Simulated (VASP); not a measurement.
A run of VASP 6.6.1 is set up as follows.

Contents of POSCAR:

```
Ag2BrCl
1.0
    2.0076808236      1.1591350639      6.5173534928
   -2.0076808236      1.1591350639      6.5173534928
    0.0000000000     -2.3182701279      6.5173534928
Cl Br Ag
1 1 2
Direct
    1.0000000000      0.0000000000      0.0000000000
    0.5000000000      0.5000000000      0.5000000000
    0.2536132635      0.2536132635      0.2536132635
    0.7463867365      0.7463867365      0.7463867365
```

INCAR.step1

```
SYSTEM = Ag2BrCl
PREC = Accurate
ENCUT = 520
ISMEAR = 0
SIGMA = 0.01
LREAL = .False.
LASPH = .True.
NELM = 60
NBANDS = 26
GGA = PE
ALGO = Normal
EDIFF = 1E-4
LWAVE = .True.
LCHARG = .False.
```

File INCAR.step2:

```
SYSTEM = Ag2BrCl
PREC = Accurate
ENCUT = 520
EDIFF = 1E-6
ISMEAR = 0
SIGMA = 0.01
LREAL = .False.
LASPH = .True.
NELM = 60
ALGO = Normal
ISIF = 2
LWAVE = .False.
LCHARG = .True.
METAGGA = R2SCAN
LMIXTAU = .True.
LELF = .True.
LVHAR = .True.
NBANDS = 26
ISTART = 1
```

The input KPOINTS:

```
Automatic mesh
0
Gamma
  8 8 8
  0 0 0
```

Potentials or basis: VASP PAW PBE potentials, release 64 (Cl, Br, Ag).

Run with:

```sh
$ cat potpaw_PBE.64/Cl/POTCAR potpaw_PBE.64/Br/POTCAR potpaw_PBE.64/Ag/POTCAR > POTCAR
$ cp INCAR.step1 INCAR
$ mpirun -np 1 vasp_std > vasp.out
$ cp INCAR.step2 INCAR
$ mpirun -np 1 vasp_std > vasp.out
```

Predict the band gap on the k mesh.

1.28 eV.

Estimate the pressure.

-0.1 GPa.

Forces in eV/Å, atoms in the order of the input:
```
Cl   0.000  0.000  0.000
Br   0.000  0.000  0.000
Ag   0.000  0.000  0.002
Ag   0.000  0.000 -0.002
```

Caveat: the PAW data sets were made with another functional, which shifts forces and pressure a little. A k mesh can miss the band edges.
